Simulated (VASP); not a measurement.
## RuC2: relaxation of cell and atoms with PBE

Crystal: RuC2.

```
CELL_PARAMETERS angstrom
-1.40318 1.40318 3.44219
1.40318 -1.40318 3.44219
1.40318 1.40318 -3.44219
ATOMIC_POSITIONS crystal
Ru 0.00000 0.00000 0.00000
C 0.66500 0.66500 0.00000
C 0.33500 0.33500 0.00000
```

```
Program                : VASP 6.6.1
Task                   : relaxation of cell and atoms
Functional             : PBE
Potentials or basis    : VASP PAW PBE potentials, release 64 (Ru_pv, C)
Cutoff                 : 600 eV
k mesh                 : 8 × 8 × 8
Occupations            : gaussian, width 0.1 eV
Spin                   : no spin polarisation
Dipole correction      : no
Further INCAR settings : ALGO = Normal; EDIFF = 1e-06; IBRION = 2; EDIFFG = -0.04; NSW = 90; ISIF = 3
```

```json
{
 "Relaxed volume": "8.52 Å³/atom",
 "Relaxed cell": "a = 3.880 Å, b = 3.880 Å, c = 3.880 Å, α = 138.32°, β = 138.32°, γ = 60.42°",
 "Space group after relaxing (to 0.05 Å)": "I4/mmm (No. 139)",
 "Energy gained by relaxing": "44.8 meV/atom",
 "Ionic steps": "11",
 "Pressure after relaxing": "0.0 GPa",
 "Band gap on the k mesh": "zero (band 11 reaches 13.04 eV, above the bottom of band 12 at 10.99 eV)"
}
```

Step by step:
```
step  energy change (eV)  largest force (eV/Å)  pressure (GPa)  volume (Å³)
   1              0.0000                0.5152          -12.97        27.11
   2             -0.0204                0.4764           19.41        24.33
   3             -0.0863                0.5835            2.48        25.55
   4             -0.1099                0.2400            1.28        25.61
   5             -0.1099                0.2358            1.25        25.61
   6             -0.1256                0.1495           -2.63        25.86
   7             -0.1271                0.1025           -3.88        25.94
   8             -0.1340                0.0119           -0.42        25.57
   9             -0.1341                0.0024           -0.80        25.61
  10             -0.1343                0.0021            0.43        25.53
  11             -0.1344                0.0017           -0.04        25.56
```

Final structure:
```
Ru C
1.0
    -1.38043    1.38043    3.35284
     1.38043   -1.38043    3.35284
     1.38043    1.38043   -3.35284
Ru C
1 2
Direct
  0.00000 0.00000 0.00000
  0.67783 0.67783 0.00000
  0.32217 0.32217 0.00000
```

Levels at points of the mesh, in eV from the Fermi level:
```
           k point  band 8  band 9  band 10  band 11  band 12  band 13  band 14  band 15
(0.00, 0.00, 0.00)   -5.11   -5.11    -1.00     0.88     2.71     2.71     3.07     3.07
(0.50, 0.00, 0.00)   -5.07   -4.50    -1.86     0.64     0.79     1.44     2.25     3.94
(0.50, 0.50, 0.00)   -6.70   -4.85    -0.51     0.60     0.61     1.13     2.36     4.28
(0.50, 0.50, 0.50)   -2.56   -2.56    -2.32    -2.32    -0.94     1.17     1.71     5.30
```

It took 2.7 min on 1 thread of Intel Xeon 6975P-C, on a shared host, peak memory 0.2 GiB.

Caveat: the k points lie up to 0.40 Å⁻¹ apart in the final cell.
